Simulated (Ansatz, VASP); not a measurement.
## NaF in VASP and in Ansatz

POSCAR

```
NaF
1.0
    2.7934851918      0.0000000000      0.0000000000
    0.0000000000      2.7934851918      0.0000000000
    0.0000000000      0.0000000000      2.7934851918
Na F
1 1
Direct
    0.0000000000      0.0000000000      0.0000000000
    0.5000000000      0.5000000000      0.5000000000
```

INCAR.step1

```
SYSTEM = NaF
ALGO = Normal
EDIFF = 1E-5
ENCUT = 520
GGA = PE
ISIF = 2
ISMEAR = 0
LASPH = .TRUE.
LREAL = .FALSE.
LWAVE = .TRUE.
NBANDS = 14
NELM = 80
PREC = Accurate
SIGMA = 0.01
```

Contents of INCAR.step2:

```
SYSTEM = NaF
AEXX = 1.0
AGGAC = 0.0
ALDAC = 0.0
ALGO = Normal
EDIFF = 1E-6
ENCUT = 520
GGA = PE
ISIF = 2
ISMEAR = 0
ISTART = 1
LASPH = .TRUE.
LCHARG = .TRUE.
LELF = .TRUE.
LHFCALC = .TRUE.
LREAL = .FALSE.
LVHAR = .TRUE.
LWAVE = .FALSE.
NBANDS = 14
NELM = 80
PREC = Accurate
PRECFOCK = Normal
SIGMA = 0.01
```

Contents of KPOINTS:

```
k-points
0
G
  6 6 6
  0 0 0
```

Input for Ansatz:

```yaml
crystal:
  lattice:
    - [2.7934851918, 0.0, 0.0]
    - [0.0, 2.7934851918, 0.0]
    - [0.0, 0.0, 2.7934851918]
  atoms:
    - { symbol: Na, position: [0.0, 0.0, 0.0] }
    - { symbol: F, position: [0.5, 0.5, 0.5] }
kpoints:
  mp_grid: { grid: [6, 6, 6] }
  band_path:
    path:
      - [0.0, 0.0, 0.0]
      - [0.0, 0.5, 0.0]
      - [0.5, 0.5, 0.0]
      - [0.5, 0.5, 0.5]
      - [0.0, 0.5, 0.5]
    npoints: 1
hamiltonian:
  xc: hf
scf:
  occupations: { method: fixed }
  n_extra_bands: 4
output:
  forces: true
  stress: true
  eigenvalues: true
```

Alike in both runs: task single point; functional HF; k mesh 6 × 6 × 6; no spin polarisation.

```csv
,VASP,Ansatz
version,VASP 6.6.1,Ansatz 0.2.0
potentials or method,"VASP PAW PBE potentials, release 64 (Na_pv, F)","plane waves, PAW"
plane-wave cutoff (eV),520,420
occupations,"gaussian, width 0.01 eV",fixed
valence electrons in the cell,14,16
```

|  | VASP | Ansatz | Ansatz less VASP |
| --- | --- | --- | --- |
| gap on the k mesh at the Fermi level (eV) | 18.42 | 18.50 | +0.085 |
| pressure (GPa) | 1.7 | 1.1 | -0.57 |

VASP's potentials were made for PBE, not for HF. VASP's potentials hold 14 valence electrons a cell and Ansatz's 16, so a difference there can come from the potentials and not from the codes. Ansatz's warnings: stress exchange threshold loose, stress scf threshold loose.
